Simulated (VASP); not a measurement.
# Mg12Au in VASP: a series of runs, part 2 of 2

VASP 6.6.1. The steps go on from the part before.

## (4) Single point, PBE

Contents of INCAR:

```
ALGO = Normal ; EDIFF = 1E-7
ENCUT = 520 ; GGA = PE
ISIF = 2 ; ISMEAR = 0
LASPH = T ; LCHARG = F
LREAL = F ; LWAVE = F
NBANDS = 30 ; NELM = 100
PREC = Accurate ; SIGMA = 0.1
```

Contents of KPOINTS:

```
k-points
0
Gamma
  3 3 1
```

Contents of POSCAR:

```
Mg12Au
1.0
    6.4200000000      0.0000000000      0.0000000000
    3.2100000000      5.5598830000      0.0000000000
    0.0000000000      0.0000000000     16.2130400000
Mg Au
12 1
Direct
    0.0000000000      0.0000000000      0.0616786858
    0.5000000000      0.0000000000      0.0616786858
   -0.0000000450      0.5000000899      0.0616786858
    0.4999999550      0.5000000899      0.0616786858
   -0.1699885631      0.3361986214      0.2218672747
    0.3311425599      0.3339307680      0.2183608379
   -0.1699848247      0.8324497116      0.2217173337
    0.3335198297      0.8324837051      0.2217740165
   -0.0034256602      0.0007644046      0.3791001564
    0.4927916988      0.0083658235      0.3800485905
    0.0032270066      0.4977581363      0.3807465472
    0.4930427010      0.4979086790      0.3806973893
    0.6615195977      0.6708405555      0.4936973572
```

Potentials or basis: VASP PAW PBE potentials, release 64 (Mg, Au).

Launch:

```
cat potpaw_PBE.64/Mg/POTCAR potpaw_PBE.64/Au/POTCAR > POTCAR
mpirun -np 1 vasp_std > vasp.out
```

OUTCAR:

```text
EDIFF = 1E-7
   ENCUT = 520
   GGA = PE
   ISIF = 2
   ISMEAR = 0
   LASPH = T
   LREAL = F
   NELM = 100
   PREC = Accurate

 ion  position               nearest neighbor table
   1  0.000  0.000  0.062-   8 3.19   5 3.20   7 3.20   4 3.21   3 3.21   2 3.21   2 3.21   3 3.21
                             4 3.21
   2  0.500  0.000  0.062-   6 3.15   7 3.18   8 3.19   3 3.21   4 3.21   1 3.21   1 3.21   4 3.21
                             3 3.21
   3  1.000  0.500  0.062-   6 3.14   7 3.19   5 3.19   2 3.21   1 3.21   4 3.21   4 3.21   1 3.21
                             2 3.21
   4  0.500  0.500  0.062-   6 3.15   5 3.18   8 3.19   1 3.21   2 3.21   3 3.21   3 3.21   2 3.21
                             1 3.21
   5  0.830  0.336  0.222-   9 3.16  11 3.18   4 3.18  12 3.18   7 3.19   8 3.19   3 3.19   1 3.20
                             6 3.21   6 3.21   8 3.23   7 3.23
   6  0.331  0.334  0.218-   3 3.14   2 3.15   4 3.15  10 3.19  12 3.20  11 3.20   8 3.21   7 3.21
                             5 3.21   5 3.21   7 3.21   8 3.21
[... 366 lines left out ...]
 [bands above 29 left out]

------------------------ aborting loop because EDIFF is reached ----------------------------------------

  FORCE on cell =-STRESS in cart. coord.  units (eV):
  Direction    XX          YY          ZZ          XY          YZ          ZX
  --------------------------------------------------------------------------------------
  -------------------------------------------------------------------------------------
  Total       -1.7934425     -1.7084647     -0.0649914     -0.0127457     -0.0548618      0.0789392
  in kB       -4.9651562     -4.7298945     -0.1799290     -0.0352864     -0.1518853      0.2185437
  external PRESSURE =      -3.2916599 kB  Pullay stress =       0.0000000 kB

 VOLUME and BASIS-vectors are now :
 -----------------------------------------------------------------------------
  energy-cutoff  :      520.00
  volume of cell :      578.72
      direct lattice vectors                 reciprocal lattice vectors
     6.420000000  0.000000000  0.000000000     0.155763240 -0.089929950  0.000000000
     3.210000000  5.559883000  0.000000000     0.000000000  0.179859900  0.000000000
     0.000000000  0.000000000 16.213040000     0.000000000  0.000000000  0.061678747

 POSITION                                       TOTAL-FORCE (eV/Angst)
 -----------------------------------------------------------------------------------
      0.00000      0.00000      1.00000        -0.003807      0.001355      0.012208
      3.21000      0.00000      1.00000        -0.005479     -0.065477      0.000774
      8.02500      2.77994      1.00000        -0.063337      0.034023     -0.000782
      4.81500      2.77994      1.00000         0.053429      0.034339      0.001452
      6.40787      1.86922      3.59714         0.001201      0.000111      0.003389
      3.19785      1.85662      3.54029         0.002835     -0.000616      0.002316
      8.00086      4.62832      3.59471         0.001841      0.001212      0.003237
      4.81347      4.62851      3.59563         0.002619      0.001388      0.000053
      6.40046      0.00425      6.14637         0.002926      0.002059     -0.004005
      3.19058      0.04651      6.16174         0.003575      0.020687     -0.009659
      1.61852      2.76748      6.17306         0.007562     -0.005611     -0.006380
      4.76362      2.76831      6.17226        -0.004324     -0.008591     -0.005755
      6.40035      3.72980      8.00434         0.000956     -0.014880      0.003151
 -----------------------------------------------------------------------------------
    total drift:                               -0.000075      0.000013     -0.000117

  FREE ENERGIE OF THE ION-ELECTRON SYSTEM (eV)
  ---------------------------------------------------
  free  energy   TOTEN  =       -18.7653833201 eV

  energy  without entropy=      -18.6903582202  energy(sigma->0) =      -18.72787077
```

Run time: 2.2 min. Hardware: 1 thread of Intel Xeon 6975P-C (Granite Rapids), shared host; peak memory 0.57 GiB.

What came out:

```yaml
Free_energy: -18.7654 eV
Largest_force: 0.072 eV/Å
Band_gap_on_the_k_mesh: zero (an odd number of electrons rules out a gap without spin polarisation)
```

Forces in eV/Å, atoms in the order of the input:
```
Mg  -0.004  0.001  0.012
Mg  -0.005 -0.065  0.001
Mg  -0.063  0.034 -0.001
Mg   0.053  0.034  0.001
Mg   0.001  0.000  0.003
Mg   0.003 -0.001  0.002
Mg   0.002  0.001  0.003
Mg   0.003  0.001  0.000
Mg   0.003  0.002 -0.004
Mg   0.004  0.021 -0.010
Mg   0.008 -0.006 -0.006
Mg  -0.004 -0.009 -0.006
Au   0.001 -0.015  0.003
```

Levels at points of the mesh, in eV from the Fermi level:
```csv
k point,band 14,band 15,band 16,band 17,band 18,band 19,band 20,band 21
"(0.00, 0.00, 0.00)",-1.65,-1.56,-0.74,-0.71,-0.71,-0.26,-0.13,-0.13
```

Caveat: the k points lie up to 0.38 Å⁻¹ apart, too coarse for converged energies and pressures of a metal; spin-orbit coupling is left out, which moves the levels of the heavy elements.

## (5) Single point, PBE

Contents of INCAR:

```
SYSTEM = Mg12Au
PREC     = Accurate       ! precision mode
ENCUT    = 520            ! plane-wave cutoff, eV
EDIFF    = 1E-7           ! SCF threshold, eV
ISMEAR   = 0              ! smearing method
SIGMA    = 0.1            ! smearing width, eV
LREAL    = .False.        ! projectors in reciprocal space
LASPH    = .True.         ! aspherical terms in the spheres
NELM     = 60             ! most SCF steps
ALGO     = Normal         ! electronic algorithm
ISIF     = 2              ! what is computed and relaxed
LWAVE    = .False.        ! write WAVECAR
LCHARG   = .False.        ! write CHGCAR
GGA      = PE             ! functional
NBANDS   = 30             ! bands
```

Contents of KPOINTS:

```
Automatic mesh
0
Gamma
  3 3 1
  0 0 0
```

Contents of POSCAR:

```
Mg12Au
1.0
    6.4200000000      0.0000000000      0.0000000000
    3.2100000000      5.5598830000      0.0000000000
    0.0000000000      0.0000000000     16.2130400000
Mg Au
12 1
Direct
    0.0000000000      0.0000000000      0.0616786858
    0.5000000000      0.0000000000      0.0616786858
   -0.0000000450      0.5000000899      0.0616786858
    0.4999999550      0.5000000899      0.0616786858
   -0.1673504032      0.3325933298      0.2219027400
    0.3336368004      0.3306497637      0.2215639387
   -0.1692861826      0.8335779728      0.2215661591
    0.3335693686      0.8335195183      0.2215726354
    0.0037140446     -0.0108221702      0.3808721868
    0.4988002976     -0.0012903149      0.3816613664
    0.0040540407      0.5039676195      0.3807339648
    0.4892611282      0.5036269648      0.3808621332
    0.8332425627      0.3331622266      0.4927616289
```

Potentials or basis: VASP PAW PBE potentials, release 64 (Mg, Au).

Launch:

```
cat potpaw_PBE.64/Mg/POTCAR potpaw_PBE.64/Au/POTCAR > POTCAR
mpirun -np 1 vasp_std > vasp.out
```

OUTCAR:

```text
SYSTEM = Mg12Au
   PREC = Accurate
   ENCUT = 520
   EDIFF = 1E-7
   ISMEAR = 0
   LREAL = .False.
   LASPH = .True.
   NELM = 60
   ISIF = 2
   GGA = PE

 ion  position               nearest neighbor table
   1  0.000  0.000  0.062-   8 3.19   5 3.19   7 3.19   4 3.21   3 3.21   2 3.21   2 3.21   3 3.21
                             4 3.21
   2  0.500  0.000  0.062-   6 3.18   7 3.18   8 3.19   3 3.21   4 3.21   1 3.21   1 3.21   4 3.21
                             3 3.21
   3  1.000  0.500  0.062-   7 3.19   6 3.19   5 3.20   2 3.21   1 3.21   4 3.21   4 3.21   1 3.21
                             2 3.21
   4  0.500  0.500  0.062-   8 3.19   5 3.19   6 3.19   1 3.21   2 3.21   3 3.21   3 3.21   2 3.21
                             1 3.21
   5  0.833  0.333  0.222-   1 3.19   4 3.19   3 3.20  11 3.20  12 3.21   9 3.21   7 3.21   6 3.21
                             8 3.21   8 3.21   6 3.21   7 3.21
   6  0.334  0.331  0.222-  12 3.16  11 3.17   2 3.18  10 3.18   3 3.19   7 3.19   8 3.19   4 3.19
                             5 3.21   5 3.21   8 3.23   7 3.23
   7  0.831  0.834  0.222-   9 3.16  11 3.17   2 3.18  10 3.18   3 3.19   6 3.19   8 3.19   1 3.19
                             5 3.21   5 3.21   8 3.23   6 3.23
[... 369 lines left out ...]
  Direction    XX          YY          ZZ          XY          YZ          ZX
  --------------------------------------------------------------------------------------
  -------------------------------------------------------------------------------------
  Total       -1.9899137     -2.0006958     -0.0938455      0.0102005      0.0112472      0.0167215
  in kB       -5.5090878     -5.5389382     -0.2598118      0.0282402      0.0311379      0.0462936
  external PRESSURE =      -3.7692793 kB  Pullay stress =       0.0000000 kB

 VOLUME and BASIS-vectors are now :
 -----------------------------------------------------------------------------
  energy-cutoff  :      520.00
  volume of cell :      578.72
      direct lattice vectors                 reciprocal lattice vectors
     6.420000000  0.000000000  0.000000000     0.155763240 -0.089929950  0.000000000
     3.210000000  5.559883000  0.000000000     0.000000000  0.179859900  0.000000000
     0.000000000  0.000000000 16.213040000     0.000000000  0.000000000  0.061678747

 POSITION                                       TOTAL-FORCE (eV/Angst)
 -----------------------------------------------------------------------------------
      0.00000      0.00000      1.00000        -0.002706      0.054029      0.000196
      3.21000      0.00000      1.00000        -0.002599     -0.001593      0.017459
      8.02500      2.77994      1.00000        -0.050245     -0.029091      0.000512
      4.81500      2.77994      1.00000         0.045496     -0.029468      0.000181
      6.41324      1.84918      3.59772         0.001573      0.000943      0.001147
      3.20333      1.83837      3.59223         0.000972     -0.000257     -0.000717
      8.00897      4.63460      3.59226         0.000185      0.001053     -0.000757
      4.81711      4.63427      3.59237         0.001753      0.001013      0.000073
      3.19910      5.49971      6.17510         0.002227      0.012321      0.004335
      6.40816      5.55271      6.18789         0.003017      0.001803     -0.004097
      1.64376      2.80200      6.17286         0.001439      0.000857     -0.009094
      4.75770      2.80011      6.17493         0.011951     -0.004264      0.004688
      6.41887      1.85234      7.98916        -0.013064     -0.007347     -0.013927
 -----------------------------------------------------------------------------------
    total drift:                               -0.000016     -0.000014     -0.000345

  FREE ENERGIE OF THE ION-ELECTRON SYSTEM (eV)
  ---------------------------------------------------
  free  energy   TOTEN  =       -18.7722062862 eV

  energy  without entropy=      -18.6927806311  energy(sigma->0) =      -18.73249346
```

stdout:

```text
POSCAR found type information on POSCAR MgAu
 POSCAR found :  2 types and      13 ions
 scaLAPACK will be used
 LDA part: xc-table for (Slater+PW92), standard interpolation
 POSCAR, INCAR and KPOINTS ok, starting setup
 FFT: planning ... GRIDC
 FFT: planning ... GRID_SOFT
 FFT: planning ... GRID
 WAVECAR not read
 entering main loop
```

Run time: 2 min. Hardware: 1 thread of Intel Xeon 6975P-C (Granite Rapids), shared host; peak memory 0.59 GiB.

What came out:

```
Free energy            : -18.7722 eV
Largest force          : 0.058 eV/Å
Band gap on the k mesh : zero (an odd number of electrons rules out a gap without spin polarisation)
```

Forces on the atoms (eV/Å):
```
Mg  -0.003  0.054  0.000
Mg  -0.003 -0.002  0.017
Mg  -0.050 -0.029  0.001
Mg   0.045 -0.029  0.000
Mg   0.002  0.001  0.001
Mg   0.001  0.000 -0.001
Mg   0.000  0.001 -0.001
Mg   0.002  0.001  0.000
Mg   0.002  0.012  0.004
Mg   0.003  0.002 -0.004
Mg   0.001  0.001 -0.009
Mg   0.012 -0.004  0.005
Au  -0.013 -0.007 -0.014
```

Levels at points of the mesh, in eV from the Fermi level:
| k point | band 14 | band 15 | band 16 | band 17 | band 18 | band 19 | band 20 | band 21 |
| --- | --- | --- | --- | --- | --- | --- | --- | --- |
| (0.00, 0.00, 0.00) | -1.69 | -1.48 | -0.72 | -0.72 | -0.71 | -0.21 | -0.13 | -0.13 |

Caveat: the k points lie up to 0.38 Å⁻¹ apart, too coarse for converged energies and pressures of a metal; spin-orbit coupling is left out, which moves the levels of the heavy elements.
